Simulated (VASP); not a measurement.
Input of a VASP 6.6.1 run:

INCAR

```
PREC = Accurate
ENCUT = 520
EDIFF = 1E-6
ISMEAR = 0
SIGMA = 0.05
LREAL = False
LASPH = True
NELM = 100
ALGO = Normal
ISIF = 2
LWAVE = False
LCHARG = False
GGA = CA
NBANDS = 15
```

File KPOINTS:

```
regular mesh
0
Gamma
  6 6 6
```

File POSCAR:

```
KCl
1.0
    3.8391960000      0.0000000000      0.0000000000
    0.0000000000      3.8391960000      0.0000000000
    0.0000000000      0.0000000000      4.0311558000
K Cl
1 1
Direct
    0.0000000000      0.0000000000      0.0000000000
    0.5000000000      0.5000000000      0.5000000000
```

Potentials or basis: VASP PAW LDA potentials, release 64 (K_sv, Cl).

The run is started by

```bash
$ cat potpaw_LDA.64/K_sv/POTCAR potpaw_LDA.64/Cl/POTCAR > POTCAR
$ mpirun -np 1 vasp_std > vasp.out
```

Q: Predict the band gap on the k mesh.

A: 4.08 eV (least direct gap 4.27 eV).

Q: Estimate the pressure.

A: -3.6 GPa.

Stress tensor (GPa, compression positive):
```
-2.97  0.00  0.00
 0.00 -2.97  0.00
 0.00  0.00 -4.89
```

Caveat: the cell differs from its parent crystal (strain +0.000 along x and y, +0.050 along z); the cell stands under tension. A k mesh can miss the band edges.
